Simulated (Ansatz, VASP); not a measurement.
## One calculation of Sn, two programs

```xyz
2
Lattice="-2.9004 2.9004 1.5777 2.9004 -2.9004 1.5777 2.9004 2.9004 -1.5777" Properties=species:S:1:pos:R:3 pbc="T T T"
Sn    0.0000    0.0000    0.0000
Sn    0.0000    2.9004    0.7888
```

Change from the starting cell: volume scaled by 0.96.

Alike in both runs: task single point; functional LDA; k mesh 9 × 9 × 9; occupations fermi-dirac, width 0.05 eV; no spin polarisation.

|  | VASP | Ansatz |
| --- | --- | --- |
| version | VASP 6.6.1 | Ansatz 0.2.0 |
| potentials or method | VASP PAW LDA potentials, release 64 (Sn_d), cutoff 520 eV | all-electron LAPW, scalar-relativistic |

|  | VASP | Ansatz | Ansatz less VASP |
| --- | --- | --- | --- |
| gap on the k mesh at the Fermi level (eV) | none | none | - |
| pressure (GPa) | -0.8 | -0.8 | 0.00 |
| traceless stress, the component that is largest in VASP (GPa) | -0.34 | -0.34 | -0.001 |

LDA's correlation is that of Perdew and Zunger in VASP and of Perdew and Wang (1992) in Ansatz. A gap of «none» marks a metal or a gap that the smearing closes. Ansatz ran all-electron here, and VASP with PAW potentials.
